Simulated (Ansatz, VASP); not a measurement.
# Two plane-wave programs on MgO

```xyz
2
Lattice="0.0000 1.9564 2.5433 1.9564 0.0000 2.5433 1.9564 1.9564 0.0000" Properties=species:S:1:pos:R:3 pbc="T T T"
Mg    0.0000    0.0000    0.0000
O     1.9564    1.9564    2.5433
```

Alike in both runs: task single point; functional PBE; k mesh 10 × 10 × 10; occupations gaussian, width 0.05 eV; no spin polarisation.

|  | VASP | Ansatz |
| --- | --- | --- |
| version | VASP 6.6.1 | Ansatz 0.2.0 |
| potentials or method | VASP PAW PBE potentials, release 64 (Mg, O), cutoff 520 eV | scalar-relativistic, plane waves, PAW |
| valence electrons in the cell | 8 | 16 |

Ansatz gave:

| Quantity | Value |
| --- | --- |
| gap on the k mesh at the Fermi level (eV) | 4.09 |
| least direct gap on the mesh (eV) | 4.09 |
| pressure (GPa) | 16.1 |
| traceless stress, the component that is largest in VASP (GPa) | -25.25 |

Problem. What did VASP give for the same quantities?

Solution. gap on the k mesh at the Fermi level (eV): 4.07; least direct gap on the mesh (eV): 4.07; pressure (GPa): 15.6; traceless stress, the component that is largest in VASP (GPa): -25.37.

The functional is the same, so the differences come from potentials, cutoffs and numerics. VASP's potentials hold 8 valence electrons a cell and Ansatz's 16, so a difference there can come from the potentials and not from the codes.
